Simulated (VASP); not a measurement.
# Mg16C in VASP: a series of runs, part 2 of 2

VASP 6.6.1. The steps go on from the part before.

## Step 5: Single point, LDA

Input file INCAR:

```
SYSTEM = Mg16C
  PREC = Accurate
  ENCUT = 520
  EDIFF = 1E-7
  ISMEAR = 0
  SIGMA = 0.1
  LREAL = Auto
  LASPH = .True.
  NELM = 80
  ALGO = Fast
  ISIF = 2
  LWAVE = .False.
  LCHARG = .False.
  LDIPOL = .True.
  IDIPOL = 3
  DIPOL = 0.5 0.5 0.351
  NBANDS = 32
```

Input file KPOINTS:

```
regular mesh
0
Gamma
  6 6 1
  0 0 0
```

Input file POSCAR:

```
Mg16C
1.0
    6.2932257366      0.0000000000      0.0000000000
   -3.1466128683      5.4500933597      0.0000000000
    0.0000000000      0.0000000000     23.0605952337
Mg C
16 1
Direct
    0.3333333333      0.1666666667      0.1734560604
    0.3333333333      0.6666666667      0.1734560604
    0.8333333333      0.1666666667      0.1734560604
    0.8333333333      0.6666666667      0.1734560604
    0.1666666667      0.3333333333      0.2827092823
    0.1666666667      0.8333333333      0.2827092823
    0.6666666667      0.3333333333      0.2827092823
    0.6666666667      0.8333333333      0.2827092823
    0.3333333333      0.1666666667      0.3902185413
    0.3333333333      0.6666666667      0.3902185413
    0.8333333333      0.1666666667      0.3902185413
    0.8333333333      0.6666666667      0.3902185413
    0.1666666667      0.3333333333      0.5013138263
    0.1666666667      0.8333333333      0.5013138263
    0.6666666667      0.3333333333      0.5013138263
    0.6666666667      0.8333333333      0.5013138263
    0.1666666667      0.5000000000      0.5715598152
```

Potentials or basis: VASP PAW LDA potentials, release 64 (Mg, C).

On the command line:

```sh
$ cat potpaw_LDA.64/Mg/POTCAR potpaw_LDA.64/C/POTCAR > POTCAR
$ mpirun -np 1 vasp_std > vasp.out
```

OUTCAR:

```text
SYSTEM = Mg16C
   PREC = Accurate
   ENCUT = 520
   EDIFF = 1E-7
   ISMEAR = 0
   LREAL = Auto
   LASPH = .True.
   NELM = 80
   ISIF = 2

 ion  position               nearest neighbor table
   1  0.333  0.167  0.173-   5 3.11   7 3.11   6 3.11   3 3.15   3 3.15   2 3.15   2 3.15   4 3.15
                             4 3.15
   2  0.333  0.667  0.173-   6 3.11   8 3.11   5 3.11   4 3.15   4 3.15   3 3.15   1 3.15   1 3.15
                             3 3.15
   3  0.833  0.167  0.173-   7 3.11   5 3.11   8 3.11   1 3.15   1 3.15   2 3.15   4 3.15   4 3.15
                             2 3.15
   4  0.833  0.667  0.173-   8 3.11   6 3.11   7 3.11   2 3.15   2 3.15   1 3.15   3 3.15   3 3.15
                             1 3.15
   5  0.167  0.333  0.283-   9 3.07  11 3.07  10 3.07   1 3.11   3 3.11   2 3.11   7 3.15   7 3.15
                             6 3.15   6 3.15   8 3.15   8 3.15
   6  0.167  0.833  0.283-  10 3.07  12 3.07   9 3.07   2 3.11   4 3.11   1 3.11   8 3.15   8 3.15
                             7 3.15   5 3.15   5 3.15   7 3.15
   7  0.667  0.333  0.283-  11 3.07   9 3.07  12 3.07   3 3.11   1 3.11   4 3.11   5 3.15   5 3.15
                             6 3.15   8 3.15   8 3.15   6 3.15
   8  0.667  0.833  0.283-  12 3.07  10 3.07  11 3.07   4 3.11   2 3.11   3 3.11   6 3.15   6 3.15
                             5 3.15   7 3.15   7 3.15   5 3.15
   9  0.333  0.167  0.390-   5 3.07   7 3.07   6 3.07  13 3.14  15 3.14  14 3.14  11 3.15  11 3.15
                            10 3.15  10 3.15  12 3.15  12 3.15
  10  0.333  0.667  0.390-   6 3.07   8 3.07   5 3.07  14 3.14  16 3.14  13 3.14  12 3.15  12 3.15
                            11 3.15   9 3.15   9 3.15  11 3.15
  11  0.833  0.167  0.390-   7 3.07   5 3.07   8 3.07  15 3.14  13 3.14  16 3.14   9 3.15   9 3.15
                            10 3.15  12 3.15  12 3.15  10 3.15
  12  0.833  0.667  0.390-   8 3.07   6 3.07   7 3.07  16 3.14  14 3.14  15 3.14  10 3.15  10 3.15
                             9 3.15  11 3.15  11 3.15   9 3.15
  13  0.167  0.333  0.501-  17 1.93   9 3.14  11 3.14  10 3.14  15 3.15  15 3.15  14 3.15  14 3.15
                            16 3.15  16 3.15
  14  0.167  0.833  0.501-  17 2.65  10 3.14  12 3.14   9 3.14  16 3.15  16 3.15  15 3.15  13 3.15
                            13 3.15  15 3.15
  15  0.667  0.333  0.501-  11 3.14   9 3.14  12 3.14  13 3.15  13 3.15  16 3.15  16 3.15  14 3.15
                            14 3.15
  16  0.667  0.833  0.501-  12 3.14  10 3.14  11 3.14  14 3.15  14 3.15  15 3.15  15 3.15  13 3.15
                            13 3.15
  17  0.167  0.500  0.572-  13 1.93  14 2.65

  LATTYP: Found a hexagonal cell.
 ALAT       =     6.2932257366
 C/A-ratio  =     3.6643521461

  Lattice vectors:

 A1 = (   6.2932257366,   0.0000000000,   0.0000000000)
 A2 = (  -3.1466128683,   5.4500933597,   0.0000000000)
 A3 = (   0.0000000000,   0.0000000000,  23.0605952337)

Analysis of symmetry for initial positions (statically):
=====================================================================
 Subroutine PRICEL returns:
 Original cell was already a primitive cell.

 Routine SETGRP: Setting up the symmetry group for a
 hexagonal supercell.

 Subroutine GETGRP returns: Found  1 space group operations
 (whereof  1 operations were pure point group operations)
 out of a pool of 24 trial point group operations.

The static configuration has the point symmetry C_1 .

Analysis of symmetry for dynamics (positions and initial velocities):
=====================================================================
 Subroutine PRICEL returns:
 Original cell was already a primitive cell.

 Routine SETGRP: Setting up the symmetry group for a
 hexagonal supercell.

[... 121 lines left out ...]
   ISTART =      0    job   : 0-new  1-cont  2-samecut
   ICHARG =      2    charge: 1-file 2-atom 10-const
   ISPIN  =      1    spin polarized calculation?
   LNONCOLLINEAR =      F non collinear calculations
   LSORBIT =      F    spin-orbit coupling
   LASPH  =      T    aspherical Exc in radial PAW
   ENCUT  =  520.0 eV  38.22 Ry    6.18 a.u.  11.70 11.70 42.88*2*pi/ulx,y,z
   NELM   =     80;   NELMIN=  2; NELMDL= -5     # of ELM steps
   EDIFF  = 0.1E-06   stopping-criterion for ELM
   LREAL  =      T    real-space projection
   EDIFFG = 0.1E-05   stopping-criterion for IOM
   NSW    =      0    number of steps for IOM
   IBRION =     -1    ionic relax: 0-MD 1-quasi-New 2-CG
   NFREE  =      0    steps in history (QN), initial steepest desc. (CG)
   ISIF   =      2    stress and relaxation
   ISYM   =      2    0-nonsym 1-usesym 2-fastsym
   POTIM  = 0.5000    time-step for ionic-motion
   TEBEG  =    0.0;   TEEND  =   0.0 temperature during run
   PSTRESS=    0.0 pullay stress
   NELECT =      36.0000    total number of electrons
   NUPDOWN=      -1.0000    fix difference up-down
   EMIN   =  10.00;   EMAX   =-10.00  energy-range for DOS
   EFERMI =   0.00;   METHOD = LEGACY
   ISMEAR =     0;   SIGMA  =   0.10  broadening in eV -4-tet -1-fermi 0-gaus
   EFERMI_NEDOS =   21; number of points for ismear=-14 and -15
   IALGO  =     68    algorithm
   IMIX   =      4    mixing-type and parameters
     AMIX     =   0.40;   BMIX     =  1.00
     AMIX_MAG =   1.60;   BMIX_MAG =  1.00
  volume/ion in A,a.u.               =      46.53       313.98
  Fermi-wavevector in a.u.,A,eV,Ry     =   0.584512  1.104567  4.648481  0.341654
  Thomas-Fermi vector in A             =   1.630236
   LORBIT       =      0    0 simple, 1 ext, 2 COOP (PROOUT), +10 PAW based schemes
   GGA     = CA    functional components
   LHFCALC =     F    Hartree Fock is set to
   AEXX    =    0.0000 exact exchange contribution
   IVDW    =     0    specifies the selected vdW correction
   LEPSILON=     F    determine dielectric tensor
   LRPA    =     F    only Hartree local field effects (RPA)
 non-spin polarized calculation
 RMM-DIIS sequential band-by-band and
 Gauss-broadening in eV      SIGMA  =   0.10
  energy-cutoff  :      520.00
  volume of cell :      790.95
 maximum number of plane-waves:     21343
   NGX = 23   NGY = 23   NGZ = 85

 dipolmoment           0.000000      0.000000     -0.297851 electrons x Angstroem

 number of electron      36.0000000 magnetization

 dipolmoment           0.000000      0.000000      0.305703 electrons x Angstroem

 Free energy of the ion-electron system (eV)
  ---------------------------------------------------
  ext. energy  EPLUGINS =         0.00000000
  ---------------------------------------------------
  free energy    TOTEN  =       -30.67293899 eV

  energy without entropy =      -30.62154986  energy(sigma->0) =      -30.64724443

 E-fermi :  -1.3489     XC(G=0):  -4.7893

 val. band max:       -1.3592429397   @ k =  -0.1667   0.1667   0.0000
 cond. band min:      -1.3104845806   @ k =   0.3333   0.0000   0.0000
 fundamental gap:      0.0487583591
 Fermi energy:        -1.3489163099

 k-point     1 :       0.0000    0.0000    0.0000
  band No.  band energies     occupation
      1      -9.7349      2.00000
      2      -8.1099      2.00000
      3      -7.1288      2.00000
      4      -5.7008      2.00000
      5      -3.7790      2.00000
      6      -3.2867      2.00000
[... 649 lines left out ...]
     29       1.7588      0.00000
     30       1.8145      0.00000
 [bands above 30 left out]

------------------------ aborting loop because EDIFF is reached ----------------------------------------

 vacuum level on the upper side and lower side of the slab       (xc-potential included)         0.694        -0.888

  FORCE on cell =-STRESS in cart. coord.  units (eV):
  Direction    XX          YY          ZZ          XY          YZ          ZX
  --------------------------------------------------------------------------------------
  -------------------------------------------------------------------------------------
  Total       -5.8182749     -4.9804355      1.7611194     -1.1626923      3.3148511     -1.5822309
  in kB      -11.7857454    -10.0885821      3.5673983     -2.3551989      6.7147036     -3.2050344
  external PRESSURE =      -6.1023097 kB  Pullay stress =       0.0000000 kB

 VOLUME and BASIS-vectors are now :
 -----------------------------------------------------------------------------
  energy-cutoff  :      520.00
  volume of cell :      790.95
      direct lattice vectors                 reciprocal lattice vectors
     6.293225737  0.000000000  0.000000000     0.158901022  0.091741548  0.000000000
    -3.146612868  5.450093360  0.000000000     0.000000000  0.183483095  0.000000000
     0.000000000  0.000000000 23.060595234     0.000000000  0.000000000  0.043364015

 POSITION                                       TOTAL-FORCE (eV/Angst)
 -----------------------------------------------------------------------------------
      1.57331      0.90835      4.00000        -0.003526     -0.011058     -0.068523
     -0.00000      3.63340      4.00000         0.005046      0.014029     -0.065750
      4.71992      0.90835      4.00000        -0.004427     -0.018952     -0.047291
      3.14661      3.63340      4.00000        -0.004742      0.003432     -0.070602
      0.00000      1.81670      6.51944        -0.002054     -0.031893     -0.043549
     -1.57331      4.54174      6.51944        -0.012389      0.023151     -0.018100
[... 9 lines left out ...]
      1.57331      4.54174     11.56060        -0.363044     -0.281424      0.360621
     -0.52444      2.72505     13.18051        -1.043841      1.918499      0.037589
 -----------------------------------------------------------------------------------
    total drift:                                0.000213     -0.000004     -0.001012

  FREE ENERGIE OF THE ION-ELECTRON SYSTEM (eV)
  ---------------------------------------------------
  free  energy   TOTEN  =       -30.6729389900 eV

  energy  without entropy=      -30.6215498612  energy(sigma->0) =      -30.64724443

 vacuum level on the upper side and lower side of the slab         4.168         2.538
```

Wall time 29 min (1 thread of Oxide Virtual Turin-like, shared host); peak memory 0.71 GiB.

Results:

* Free energy: -30.6729 eV
* Largest force: 2.184 eV/Å
* Band gap on the k mesh: zero (bands 18 and 19 overlap by 0.70 eV)

Forces on the atoms (eV/Å):
```
Mg  -0.004 -0.011 -0.069
Mg   0.005  0.014 -0.066
Mg  -0.004 -0.019 -0.047
Mg  -0.005  0.003 -0.071
Mg  -0.002 -0.032 -0.044
Mg  -0.012  0.023 -0.018
Mg   0.000 -0.022 -0.027
Mg   0.014  0.023 -0.020
Mg   0.042 -0.013  0.144
Mg   0.000  0.010  0.002
Mg  -0.033 -0.035  0.030
Mg  -0.028  0.011  0.126
Mg   0.640 -1.076 -1.506
Mg   0.399 -0.714  0.823
Mg   0.395  0.201  0.342
Mg  -0.363 -0.281  0.361
C   -1.044  1.918  0.038
```

## Step 6: Summary

```tsv
cell	gap on the mesh (eV)	largest force (eV/Å)
as given, atomic positions A	none	1.25
as given, atomic positions B	none	3.17
as given, atomic positions C	none	2.96
as given, atomic positions D	none	2.18
```

Alike in all rows: task single point; level LDA; potentials or basis VASP PAW LDA potentials, release 64 (Mg, C); no spin polarisation; k mesh 6 × 6 × 1; cutoff (eV) 520; smearing gaussian 0.1 eV.

Total energies depend on the potentials used, so only differences within one code and one set of settings carry meaning.

The gap in the log of VASP goes by the Fermi energy; the results here count the filled bands.